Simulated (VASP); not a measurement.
# AlN (P1) in VASP: notebook

The runs below take AlN through single point, with PBE.

Everything below comes from runs of VASP 6.6.1. Logs are shortened: lines on timing, memory, paths and dates and some standing lists are left out, and cuts for length are marked.

## Step 1: The cell of the first run

The typed cell holds 12 atoms: a = 3.114 Å, b = 3.114 Å, c = 15.262 Å, α = 88.05°, β = 89.03°, γ = 60.00°.

## Step 2: Single point, PBE (layers slid over each other)

INCAR reads:

```
PREC = Accurate
ENCUT = 520
EDIFF = 1E-6
ISMEAR = 0
SIGMA = 0.05
LREAL = F
LASPH = T
NELM = 60
ALGO = Normal
ISIF = 2
LWAVE = F
LCHARG = F
GGA = PE
NBANDS = 36
```

KPOINTS reads:

```
Automatic mesh
0
Gamma
  8 8 2
```

POSCAR reads:

```
AlN
1.0
    2.2015871003     -2.2015871003      0.0000000000
    2.2015871003      0.0000000000     -2.2015871003
    9.1732795846      8.8063484012      8.4394172178
Al N
6 6
Direct
    1.0000000000     -0.0659666667      0.3958000000
    0.3333333333      0.2951444444      0.2291333333
    0.6666666667      0.5729222222      0.5624666667
    1.0000000000      0.8507000000      0.8958000000
    0.3333333333      0.2118111111      0.7291333333
    0.6666666667      0.6562555556      0.0624666667
    0.6666666667      0.5937555556      0.4374666667
    1.0000000000     -0.0451333333      0.2708000000
    0.3333333333      0.2326444444      0.6041333333
    0.6666666667      0.5104222222      0.9374666667
    0.0000000000     -0.1284666667      0.7708000000
    0.3333333333      0.3159777778      0.1041333333
```

Potentials or basis: VASP PAW PBE potentials, release 64 (Al, N).

On the command line:

```bash
$ cat potpaw_PBE.64/Al/POTCAR potpaw_PBE.64/N/POTCAR > POTCAR
$ mpirun -np 1 vasp_std > vasp.out
```

OUTCAR:

```text
PREC = Accurate
   ENCUT = 520
   EDIFF = 1E-6
   ISMEAR = 0
   LREAL = F
   LASPH = T
   NELM = 60
   ISIF = 2
   GGA = PE

 ion  position               nearest neighbor table
   1  0.000  0.934  0.396-   7 1.91   8 1.91   7 1.91   7 1.91   3 3.11   2 3.11   3 3.11   2 3.11
                             3 3.11   2 3.11
   2  0.333  0.295  0.229-   8 1.91  12 1.91   8 1.91   8 1.91   6 3.11   6 3.11   6 3.11   1 3.11
                             1 3.11   1 3.11
   3  0.667  0.573  0.562-   9 1.91   9 1.91   9 1.91   7 1.91   5 3.11   5 3.11   5 3.11   1 3.11
                             1 3.11   1 3.11
   4  0.000  0.851  0.896-  11 1.91  10 1.91  10 1.91  10 1.91   6 2.89   5 3.11   5 3.11   5 3.11
                             6 3.16
   5  0.333  0.212  0.729-   9 1.91  11 1.91  11 1.91  11 1.91   3 3.11   3 3.11   3 3.11   4 3.11
                             4 3.11   4 3.11
   6  0.667  0.656  0.062-  12 1.91  12 1.91  12 1.91  10 1.98   4 2.89   2 3.11   2 3.11   2 3.11
                             4 3.16
   7  0.667  0.594  0.437-   1 1.91   3 1.91   1 1.91   1 1.91
   8  0.000  0.955  0.271-   2 1.91   1 1.91   2 1.91   2 1.91
   9  0.333  0.233  0.604-   3 1.91   3 1.91   3 1.91   5 1.91
  10  0.667  0.510  0.937-   4 1.91   4 1.91   4 1.91   6 1.98
  11  0.000  0.872  0.771-   4 1.91   5 1.91   5 1.91   5 1.91
  12  0.333  0.316  0.104-   6 1.91   6 1.91   6 1.91   2 1.91

  LATTYP: Found a base centered monoclinic cell.
 ALAT       =     3.1135143360
 B/A-ratio  =     1.7320508076
 C/A-ratio  =     4.9018137233
 COS(beta)  =    -0.0340010200

  Lattice vectors:

 A1 = (  -2.2015871003,   2.2015871003,   0.0000000000)
 A2 = (   0.0000000000,  -2.2015871003,   2.2015871003)
 A3 = (   9.1732795846,   8.8063484012,   8.4394172178)

Analysis of symmetry for initial positions (statically):
=====================================================================
 Subroutine PRICEL returns:
 Original cell was already a primitive cell.

 Routine SETGRP: Setting up the symmetry group for a
 base centered monoclinic supercell.

 Subroutine GETGRP returns: Found  1 space group operations
 (whereof  1 operations were pure point group operations)
 out of a pool of  4 trial point group operations.

The static configuration has the point symmetry C_1 .

Analysis of symmetry for dynamics (positions and initial velocities):
=====================================================================
 Subroutine PRICEL returns:
 Original cell was already a primitive cell.

 Routine SETGRP: Setting up the symmetry group for a
 base centered monoclinic supercell.

 Subroutine GETGRP returns: Found  1 space group operations
 (whereof  1 operations were pure point group operations)
 out of a pool of  4 trial point group operations.

The dynamic configuration has the point symmetry C_1 .

 Subroutine INISYM returns: Found  1 space group operations
 (whereof  1 operations are pure point group operations),
 and found     1 'primitive' translations

----------------------------------------------------------------------------------------

                                     Primitive cell

  volume of cell :     128.0527

  direct lattice vectors                    reciprocal lattice vectors
     2.201587100 -2.201587100  0.000000000     0.151405926 -0.302811852  0.151405926
     2.201587100  0.000000000 -2.201587100     0.145097346  0.145097346 -0.309120432
     9.173279585  8.806348401  8.439417218     0.037851481  0.037851481  0.037851481

  length of vectors
     3.113514336  3.113514336 15.261867300     0.370867262  0.371028194  0.065560689

  position of ions in fractional coordinates (direct lattice)
     1.000000000  0.934033333  0.395800000
     0.333333333  0.295144444  0.229133333
     0.666666667  0.572922222  0.562466667
     1.000000000  0.850700000  0.895800000
     0.333333333  0.211811111  0.729133333
     0.666666667  0.656255556  0.062466667
     0.666666667  0.593755556  0.437466667
     1.000000000  0.954866667  0.270800000
     0.333333333  0.232644444  0.604133333
     0.666666667  0.510422222  0.937466667
     1.000000000  0.871533333  0.770800000
     0.333333333  0.315977778  0.104133333

  ion indices of the primitive-cell ions
   primitive index   ion index
                 1           1
                 2           2
                 3           3
                 4           4
                 5           5
                 6           6
                 7           7
                 8           8
                 9           9
                10          10
                11          11
                12          12

----------------------------------------------------------------------------------------

 KPOINTS: Automatic mesh

Automatic generation of k-mesh.
 Grid dimensions read from file:
 generate k-points for:    8    8    2

 Generating k-lattice:

  Cartesian coordinates                     Fractional coordinates (reciprocal lattice)
[... 39 lines left out ...]
   ISPIN  =      1    spin polarized calculation?
   LNONCOLLINEAR =      F non collinear calculations
   LSORBIT =      F    spin-orbit coupling
   LASPH  =      T    aspherical Exc in radial PAW
   ENCUT  =  520.0 eV  38.22 Ry    6.18 a.u.   5.79  5.79 28.38*2*pi/ulx,y,z
   NELM   =     60;   NELMIN=  2; NELMDL= -5     # of ELM steps
   EDIFF  = 0.1E-05   stopping-criterion for ELM
   LREAL  =      F    real-space projection
   EDIFFG = 0.1E-04   stopping-criterion for IOM
   NSW    =      0    number of steps for IOM
   IBRION =     -1    ionic relax: 0-MD 1-quasi-New 2-CG
   NFREE  =      0    steps in history (QN), initial steepest desc. (CG)
   ISIF   =      2    stress and relaxation
   ISYM   =      2    0-nonsym 1-usesym 2-fastsym
   POTIM  = 0.5000    time-step for ionic-motion
   TEBEG  =    0.0;   TEEND  =   0.0 temperature during run
   PSTRESS=    0.0 pullay stress
   NELECT =      48.0000    total number of electrons
   NUPDOWN=      -1.0000    fix difference up-down
   EMIN   =  10.00;   EMAX   =-10.00  energy-range for DOS
   EFERMI =   0.00;   METHOD = LEGACY
   ISMEAR =     0;   SIGMA  =   0.05  broadening in eV -4-tet -1-fermi 0-gaus
   EFERMI_NEDOS =   21; number of points for ismear=-14 and -15
   IALGO  =     38    algorithm
   IMIX   =      4    mixing-type and parameters
     AMIX     =   0.40;   BMIX     =  1.00
     AMIX_MAG =   1.60;   BMIX_MAG =  1.00
  volume/ion in A,a.u.               =      10.67        72.01
  Fermi-wavevector in a.u.,A,eV,Ry     =   1.180390  2.230614 18.957286  1.393321
  Thomas-Fermi vector in A             =   2.316684
   LORBIT       =      0    0 simple, 1 ext, 2 COOP (PROOUT), +10 PAW based schemes
   GGA     = PE    functional components
   LHFCALC =     F    Hartree Fock is set to
   AEXX    =    0.0000 exact exchange contribution
   IVDW    =     0    specifies the selected vdW correction
   LEPSILON=     F    determine dielectric tensor
   LRPA    =     F    only Hartree local field effects (RPA)
 non-spin polarized calculation
 Gauss-broadening in eV      SIGMA  =   0.05
  energy-cutoff  :      520.00
  volume of cell :      128.05
 maximum number of plane-waves:      3474
   NGX = 11   NGY = 11   NGZ = 57

 number of electron      48.0000002 magnetization

 Free energy of the ion-electron system (eV)
  ---------------------------------------------------
  ext. energy  EPLUGINS =         0.00000000
  ---------------------------------------------------
  free energy    TOTEN  =       -88.80374395 eV

  energy without entropy =      -88.80374395  energy(sigma->0) =      -88.80374395

 E-fermi :   6.2232     XC(G=0): -10.8354

 val. band max:        5.9616223687   @ k =   0.0000   0.0000   0.0000
 cond. band min:       9.0003329138   @ k =   0.0000   0.5000   0.0000
 fundamental gap:      3.0387105451
 Fermi energy:         6.2232037430

 k-point     1 :       0.0000    0.0000    0.0000
  band No.  band energies     occupation
      1      -9.0886      2.00000
      2      -8.7099      2.00000
      3      -8.6874      2.00000
      4      -7.7548      2.00000
      5      -7.7286      2.00000
      6      -7.0988      2.00000
[... 28 lines left out ...]
     35      16.8340      0.00000
     36      17.0448      0.00000
[... 866 lines left out ...]
      6      -6.5240      2.00000
[... 28 lines left out ...]
     35      15.7706      0.00000
     36      15.9714      0.00000

 [... further k-points ...]
[... 5 lines left out ...]
  --------------------------------------------------------------------------------------
  -------------------------------------------------------------------------------------
  Total       -2.4378205      0.4646533      0.4302540     -1.3015423      1.6685667      0.2144016
  in kB      -30.5016574      5.8136751      5.3832755    -16.2847095     20.8768652      2.6825616
  external PRESSURE =      -6.4349023 kB  Pullay stress =       0.0000000 kB

 VOLUME and BASIS-vectors are now :
 -----------------------------------------------------------------------------
  energy-cutoff  :      520.00
  volume of cell :      128.05
      direct lattice vectors                 reciprocal lattice vectors
     2.201587100 -2.201587100  0.000000000     0.151405926 -0.302811852  0.151405926
     2.201587100  0.000000000 -2.201587100     0.145097346  0.145097346 -0.309120432
     9.173279585  8.806348401  8.439417218     0.037851481  0.037851481  0.037851481

 POSITION                                       TOTAL-FORCE (eV/Angst)
 -----------------------------------------------------------------------------------
      5.68714      3.48555      1.28397         0.009413      0.011743      0.013698
      3.48555      1.28397      1.28397        -0.000701      0.039718      0.034116
      7.88873      3.48555      3.48555         0.011154      0.011491      0.011895
     10.09031      7.88873      5.68714        -0.011435     -0.216992     -0.147653
      7.88873      5.68714      5.68714         0.007196      0.013693      0.017403
      3.48555     -0.91762     -0.91762        -0.794504     -0.088837      0.437740
      6.78793      2.38476      2.38476        -0.011729     -0.010985     -0.011296
      4.58635      2.38476      0.18317        -0.020818     -0.009718     -0.000666
      6.78793      4.58635      4.58635        -0.008646     -0.011655     -0.014368
     11.19111      6.78793      6.78793         0.894776      0.089988     -0.383107
      8.98952      6.78793      4.58635         0.017095     -0.013492     -0.050434
      2.38476      0.18317      0.18317        -0.091802      0.185046      0.092671
 -----------------------------------------------------------------------------------
    total drift:                               -0.001166     -0.001455      0.001304

  FREE ENERGIE OF THE ION-ELECTRON SYSTEM (eV)
  ---------------------------------------------------
  free  energy   TOTEN  =       -88.8037439467 eV

  energy  without entropy=      -88.8037439467  energy(sigma->0) =      -88.80374395
```

It took 9.1 min on 1 thread of Oxide Virtual Turin-like, shared host; peak memory 0.34 GiB.

Results:

```
Free energy            : -88.8037 eV
Pressure               : -0.6 GPa
Largest force          : 0.977 eV/Å
Band gap on the k mesh : 3.04 eV (least direct gap 3.45 eV)
```

Forces on the atoms (eV/Å):
```
Al   0.009  0.012  0.014
Al  -0.001  0.040  0.034
Al   0.011  0.011  0.012
Al  -0.011 -0.217 -0.148
Al   0.007  0.014  0.017
Al  -0.795 -0.089  0.438
N   -0.012 -0.011 -0.011
N   -0.021 -0.010 -0.001
N   -0.009 -0.012 -0.014
N    0.895  0.090 -0.383
N    0.017 -0.013 -0.050
N   -0.092  0.185  0.093
```

Caveat: the cell differs from its parent crystal (layers slid over each other). A k mesh can miss the band edges.

## Step 3: Single point, PBE (layers slid over each other)

INCAR reads:

```
PREC = Accurate
ENCUT = 520
EDIFF = 1E-7
ISMEAR = 0
SIGMA = 0.05
LREAL = F
LASPH = T
NELM = 100
ALGO = Normal
ISIF = 2
LWAVE = F
LCHARG = T
GGA = PE
LELF = T
LVHAR = T
NBANDS = 36
```

KPOINTS is that of step 2.

POSCAR reads:

```
AlN
1.0
    2.2015871003     -2.2015871003      0.0000000000
    2.2015871003      0.0000000000     -2.2015871003
    9.9071419513      8.4394172178      8.0724860344
Al N
6 6
Direct
    0.9340333333     -0.1319333333      0.3958000000
    0.2951444444      0.2569555556      0.2291333333
    0.5729222222      0.4791777778      0.5624666667
    0.8507000000      0.7014000000      0.8958000000
    0.2118111111      0.0902888889      0.7291333333
    0.6562555556      0.6458444444      0.0624666667
    0.5937555556      0.5208444444      0.4374666667
    0.9548666667     -0.0902666667      0.2708000000
    0.2326444444      0.1319555556      0.6041333333
    0.5104222222      0.3541777778      0.9374666667
   -0.1284666667     -0.2569333333      0.7708000000
    0.3159777778      0.2986222222      0.1041333333
```

Potentials or basis: VASP PAW PBE potentials, release 64 (Al, N).

On the command line:

```bash
$ cat potpaw_PBE.64/Al/POTCAR potpaw_PBE.64/N/POTCAR > POTCAR
$ mpirun -np 1 vasp_std > vasp.out
```

It took 9.6 min on 1 thread of Oxide Virtual Turin-like, shared host; peak memory 0.34 GiB.

It converged, with:

```
Free energy            : -87.3492 eV
Pressure               : -0.5 GPa
Largest force          : 1.415 eV/Å
Band gap on the k mesh : 2.64 eV (least direct gap 2.76 eV)
```

Forces on the atoms (eV/Å):
```
Al   0.031  0.035  0.034
Al   0.080  0.195  0.132
Al   0.034  0.035  0.034
Al  -0.583 -1.038 -0.765
Al   0.036  0.050  0.045
Al  -0.486  0.655  0.445
N   -0.034 -0.032 -0.033
N   -0.035 -0.020 -0.020
N   -0.031 -0.037 -0.035
N    0.896 -0.727 -0.244
N   -0.031 -0.068 -0.080
N    0.123  0.952  0.486
```

Stress tensor (GPa, compression positive):
```
-5.20  2.38  2.57
 2.38  4.13  4.73
 2.57  4.73 -0.43
```

Levels at points of the mesh, in eV from the valence-band top:
```
           k point  band 20  band 21  band 22  band 23  band 24  band 25  band 26  band 27  band 28  band 29
(0.00, 0.00, 0.00)    -0.52    -0.47    -0.41    -0.37    -0.06     3.02     4.45     4.96     6.16     6.31
(0.50, 0.00, 0.00)    -1.64    -1.50    -1.12    -0.96    -0.17     2.64     3.70     4.17     5.12     6.56
(0.00, 0.50, 0.00)    -1.63    -1.41    -1.16    -0.96    -0.08     2.67     3.71     4.10     5.37     6.38
(0.50, 0.50, 0.00)    -1.35    -1.26    -1.14    -0.90    -0.39     2.98     3.39     4.28     5.30     6.35
(0.00, 0.00, 0.50)    -0.56    -0.52    -0.43    -0.38    -0.32     3.22     4.07     5.41     5.75     6.61
(0.50, 0.00, 0.50)    -1.38    -1.27    -1.20    -0.92    -0.26     2.88     3.23     4.38     5.37     6.07
(0.00, 0.50, 0.50)    -1.43    -1.26    -1.17    -0.93    -0.13     2.89     3.20     4.52     5.25     6.31
(0.50, 0.50, 0.50)    -1.60    -1.40    -1.10    -0.95    -0.37     2.96     3.46     4.27     5.27     6.27
```

Caveat: the cell differs from its parent crystal (layers slid over each other); forces of over 1 eV/Å act on the atoms, so gaps and moduli don't describe the material at rest. A k mesh can miss the band edges.

## Step 4: Single point, PBE (layers slid over each other)

INCAR reads:

```
SYSTEM = AlN
PREC = Accurate
ENCUT = 520
EDIFF = 1E-7
ISMEAR = 0
SIGMA = 0.05
LREAL = .False.
LASPH = .True.
NELM = 60
ALGO = Normal
ISIF = 2
LWAVE = .False.
LCHARG = .False.
GGA = PE
NBANDS = 36
```

KPOINTS reads:

```
Automatic mesh
0
Gamma
  8 8 2
  0 0 0
```

POSCAR reads:

```
AlN
1.0
    2.2015871003     -2.2015871003      0.0000000000
    2.2015871003      0.0000000000     -2.2015871003
   11.3748666849      7.7055548510      7.3386236677
Al N
6 6
Direct
    0.8021000000     -0.2638666667      0.3958000000
    0.2187666667      0.1805777778      0.2291333333
    0.3854333333      0.2916888889      0.5624666667
    0.5521000000      0.4028000000      0.8958000000
   -0.0312333333     -0.1527555556      0.7291333333
    0.6354333333      0.6250222222      0.0624666667
    0.4479333333      0.3750222222      0.4374666667
    0.8646000000     -0.1805333333      0.2708000000
    0.0312666667     -0.0694222222      0.6041333333
    0.1979333333      0.0416888889      0.9374666667
   -0.3854000000     -0.5138666667      0.7708000000
    0.2812666667      0.2639111111      0.1041333333
```

On the command line:

```bash
$ cat potpaw_PBE.64/Al/POTCAR potpaw_PBE.64/N/POTCAR > POTCAR
$ mpirun -np 1 vasp_std > vasp.out
```

Wall time 12 min (1 thread of Oxide Virtual Turin-like, shared host); peak memory 0.35 GiB.

Results (log left out):

```yaml
Free_energy: -88.1075 eV
Pressure: -2.1 GPa
Largest_force: 0.858 eV/Å
Band_gap_on_the_k_mesh: 3.22 eV (least direct gap 3.51 eV)
```

Forces in eV/Å, atoms in the order of the input:
```
Al   0.039  0.040  0.038
Al   0.097  0.040  0.046
Al   0.039  0.039  0.039
Al  -0.335 -0.029 -0.090
Al   0.045  0.045  0.041
Al  -0.524  0.126 -0.631
N   -0.037 -0.039 -0.038
N   -0.041 -0.031 -0.042
N   -0.038 -0.041 -0.038
N    0.439  0.024  0.737
N   -0.032 -0.089 -0.041
N    0.348 -0.086 -0.020
```

Stress tensor (GPa, compression positive):
```
 0.18  1.47 -0.95
 1.47 -2.89  1.91
-0.95  1.91 -3.53
```

Levels at points of the mesh, in eV from the valence-band top:
| k point | band 21 | band 22 | band 23 | band 24 | band 25 | band 26 | band 27 | band 28 |
| --- | --- | --- | --- | --- | --- | --- | --- | --- |
| (0.00, 0.00, 0.00) | -0.30 | -0.24 | -0.14 | 0.00 | 3.51 | 4.88 | 5.19 | 6.31 |
| (0.50, 0.00, 0.00) | -1.14 | -1.07 | -0.72 | -0.40 | 3.22 | 4.17 | 4.47 | 5.88 |
| (0.00, 0.50, 0.00) | -1.20 | -1.06 | -0.75 | -0.68 | 3.42 | 3.95 | 5.02 | 5.56 |
| (0.50, 0.50, 0.00) | -1.13 | -1.08 | -0.80 | -0.72 | 3.47 | 3.80 | 4.92 | 5.59 |
| (0.00, 0.00, 0.50) | -0.36 | -0.27 | -0.23 | -0.12 | 3.86 | 4.24 | 5.75 | 6.01 |
| (0.50, 0.00, 0.50) | -1.02 | -0.90 | -0.77 | -0.45 | 3.37 | 3.68 | 5.20 | 5.35 |
| (0.00, 0.50, 0.50) | -1.09 | -0.94 | -0.79 | -0.64 | 3.29 | 4.19 | 4.89 | 5.34 |
| (0.50, 0.50, 0.50) | -1.35 | -0.94 | -0.80 | -0.59 | 3.22 | 4.34 | 4.70 | 5.14 |

Caveat: the cell differs from its parent crystal (layers slid over each other).

## Step 5: Summary

```tsv
cell	gap on the mesh (eV)	pressure (GPa)	largest force (eV/Å)
a = 3.114, b = 3.114, c = 15.262 Å, angles 88.1, 89.0, 60.0°, 12 atoms	3.04	-0.6	0.98
a = 3.114, b = 3.114, c = 15.315 Å, angles 85.1, 86.1, 60.0°, 12 atoms	2.64	-0.5	1.42
a = 3.114, b = 3.114, c = 15.576 Å, angles 79.4, 80.4, 60.0°, 12 atoms	3.22	-2.1	0.86
```

Alike in all rows: task single point; level PBE; potentials or basis VASP PAW PBE potentials, release 64 (Al, N); no spin polarisation; k mesh 8 × 8 × 2; cutoff (eV) 520; smearing gaussian 0.05 eV.

Caveats: forces of over 1 eV/Å act on the atoms, so gaps and moduli don't describe the material at rest (at least some runs).

Total energies depend on the potentials used, so only differences within one code and one set of settings carry meaning.
